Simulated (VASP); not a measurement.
# Sb (R-3m) in VASP: notebook, part 2 of 2

VASP 6.6.1. Earlier steps stand in the parts before.

## Step 5: Single point, PBEsol (volume scaled by 1.06)

INCAR reads:

```
ALGO = Normal
EDIFF = 1E-6
ENCUT = 500
GGA = PS
GGA_COMPAT = False
ISIF = 2
ISMEAR = -1
LASPH = True
LCHARG = False
LREAL = False
LWAVE = False
NBANDS = 12
NELM = 120
PREC = Accurate
SIGMA = 0.05
```

KPOINTS reads:

```
k-points
0
Gamma
  9 9 9
```

POSCAR reads:

```
Sb
1.0
    2.1927796744      1.2660019353      3.8174304072
   -2.1927796744      1.2660019353      3.8174304072
    0.0000000000     -2.5320038705      3.8174304072
Sb
2
Direct
    0.2336400000      0.2336400000      0.2336400000
    0.7663600000      0.7663600000      0.7663600000
```

Potentials or basis: VASP PAW PBE potentials, release 64 (Sb).

On the command line:

```bash
$ cat potpaw_PBE.64/Sb/POTCAR > POTCAR
$ mpirun -np 1 vasp_std > vasp.out
```

OUTCAR:

```text
EDIFF = 1E-6
   ENCUT = 500
   GGA = PS
   ISIF = 2
   ISMEAR = -1
   LASPH = True
   LREAL = False
   NELM = 120
   PREC = Accurate

 ion  position               nearest neighbor table
   1  0.234  0.234  0.234-   2 2.96   2 2.96   2 2.96   2 3.41   2 3.41   2 3.41
   2  0.766  0.766  0.766-   1 2.96   1 2.96   1 2.96   1 3.41   1 3.41   1 3.41

  LATTYP: Found a trigonal (rhomboedric) cell.
 ALAT       =     4.5808098099
 COS(alpha) =     0.5417151843

  Lattice vectors:

 A1 = (   2.1927796744,   1.2660019353,   3.8174304072)
 A2 = (  -2.1927796744,   1.2660019353,   3.8174304072)
 A3 = (   0.0000000000,  -2.5320038705,   3.8174304072)

Analysis of symmetry for initial positions (statically):
=====================================================================
 Subroutine PRICEL returns:
 Original cell was already a primitive cell.

 Routine SETGRP: Setting up the symmetry group for a
 trigonal (rhombohedral) supercell.

 Subroutine GETGRP returns: Found 12 space group operations
 (whereof 12 operations were pure point group operations)
 out of a pool of 12 trial point group operations.

The static configuration has the point symmetry D_3d.

Analysis of symmetry for dynamics (positions and initial velocities):
=====================================================================
 Subroutine PRICEL returns:
 Original cell was already a primitive cell.

 Routine SETGRP: Setting up the symmetry group for a
 trigonal (rhombohedral) supercell.

 Subroutine GETGRP returns: Found 12 space group operations
 (whereof 12 operations were pure point group operations)
 out of a pool of 12 trial point group operations.

The dynamic configuration has the point symmetry D_3d.

 Subroutine INISYM returns: Found 12 space group operations
 (whereof 12 operations are pure point group operations),
 and found     1 'primitive' translations

----------------------------------------------------------------------------------------

                                     Primitive cell
[... 114 lines left out ...]
  Thomas-Fermi vector in A             =   2.004469
   LORBIT       =      0    0 simple, 1 ext, 2 COOP (PROOUT), +10 PAW based schemes
   GGA     = PS    functional components
   LHFCALC =     F    Hartree Fock is set to
   AEXX    =    0.0000 exact exchange contribution
   IVDW    =     0    specifies the selected vdW correction
   LEPSILON=     F    determine dielectric tensor
   LRPA    =     F    only Hartree local field effects (RPA)
 non-spin polarized calculation
  energy-cutoff  :      500.00
  volume of cell :       63.58
 maximum number of plane-waves:      1627
 NGX is ok and might be reduce to    36
   NGX = 17   NGY = 17   NGZ = 17

 number of electron      10.0000000 magnetization

 Free energy of the ion-electron system (eV)
  ---------------------------------------------------
  ext. energy  EPLUGINS =         0.00000000
  ---------------------------------------------------
  free energy    TOTEN  =        -9.09371833 eV

  energy without entropy =       -9.09253490  energy(sigma->0) =       -9.09312661

 E-fermi :   6.4366     XC(G=0):  -9.4500

 val. band max:        6.3320691411   @ k =   0.3333   0.2222   0.2222
 cond. band min:       6.5017696863   @ k =   0.4444   0.0000   0.0000
 fundamental gap:      0.1697005451
 Fermi energy:         6.4366299373

 k-point     1 :       0.0000    0.0000    0.0000
  band No.  band energies     occupation
      1      -5.8351      2.00000
      2       1.4335      2.00000
      3       4.5855      2.00000
      4       4.8101      2.00000
      5       4.8101      2.00000
      6       8.5423      0.00000
      7       9.1143      0.00000
      8       9.1143      0.00000
      9      11.5994      0.00000
     10      11.5994      0.00000
     11      11.7177      0.00000
     12      13.0995      0.00000
[... 331 lines left out ...]
 k-point    24 :       0.4444    0.4444    0.0000
  band No.  band energies     occupation
      1      -3.7718      2.00000
      2      -1.3462      2.00000
      3       1.5005      2.00000
      4       3.0399      2.00000
      5       3.0958      2.00000
      6       8.1682      0.00000
      7      11.0970      0.00000
      8      11.6759      0.00000
      9      12.5578      0.00000
     10      14.9783      0.00000
     11      15.8861      0.00000
     12      17.1264      0.00000

 [... further k-points ...]
[... 5 lines left out ...]
  --------------------------------------------------------------------------------------
  -------------------------------------------------------------------------------------
  Total       -1.0032390     -1.0032390     -0.9814699      0.0000000     -0.0000000      0.0000000
  in kB      -25.2791965    -25.2791965    -24.7306676      0.0000000     -0.0000000      0.0000000
  external PRESSURE =     -25.0963535 kB  Pullay stress =       0.0000000 kB

 VOLUME and BASIS-vectors are now :
 -----------------------------------------------------------------------------
  energy-cutoff  :      500.00
  volume of cell :       63.58
      direct lattice vectors                 reciprocal lattice vectors
     2.192779674  1.266001935  3.817430407     0.228021085  0.131648035  0.087318771
    -2.192779674  1.266001935  3.817430407    -0.228021085  0.131648035  0.087318771
     0.000000000 -2.532003871  3.817430407     0.000000000 -0.263296069  0.087318771

 POSITION                                       TOTAL-FORCE (eV/Angst)
 -----------------------------------------------------------------------------------
      0.00000      0.00000      2.67571         0.000000     -0.000000     -0.091023
      0.00000      0.00000      8.77658         0.000000      0.000000      0.091023
 -----------------------------------------------------------------------------------
    total drift:                                0.000000     -0.000000      0.000000

  FREE ENERGIE OF THE ION-ELECTRON SYSTEM (eV)
  ---------------------------------------------------
  free  energy   TOTEN  =        -9.0937183259 eV

  energy  without entropy=       -9.0925349011  energy(sigma->0) =       -9.09312661
```

Run time: 71 s. Hardware: 1 thread of Intel Xeon 8259CL, shared host; peak memory 0.23 GiB.

What came out:

```yaml
Free_energy: -9.0937 eV
Pressure: -2.5 GPa
Largest_force: 0.091 eV/Å
Band_gap_on_the_k_mesh: 0.17 eV, indirect (least direct gap 0.49 eV)
```

Forces on the atoms (eV/Å):
```
Sb   0.000  0.000 -0.091
Sb   0.000  0.000  0.091
```

Caveat: the PAW data sets were made with another functional, which shifts forces and pressure a little; spin-orbit coupling is left out, which moves the levels of the heavy elements. A k mesh can miss the band edges.

## Step 6: The runs side by side

```tsv
cell	gap on the mesh (eV)	pressure (GPa)	largest force (eV/Å)
a = 4.524 Å, angles 56.8°, 2 atoms	0.06	0.1	0.13
a = 4.522 Å, angles 57.2°, 2 atoms	0.11	-0.5	0.10
a = 4.587 Å, angles 55.9°, 2 atoms	0.06	-0.9	-
a = 4.581 Å, angles 57.2°, 2 atoms	0.17	-2.5	0.09
```

Alike in all rows: task single point; level PBEsol; potentials or basis VASP PAW PBE potentials, release 64 (Sb); no spin polarisation; k mesh 9 × 9 × 9; cutoff (eV) 500; smearing fermi-dirac 0.05 eV.

Caveats: the PAW data sets were made with another functional, which shifts forces and pressure a little; spin-orbit coupling is left out, which moves the levels of the heavy elements.

Total energies depend on the potentials used, so only differences within one code and one set of settings carry meaning.
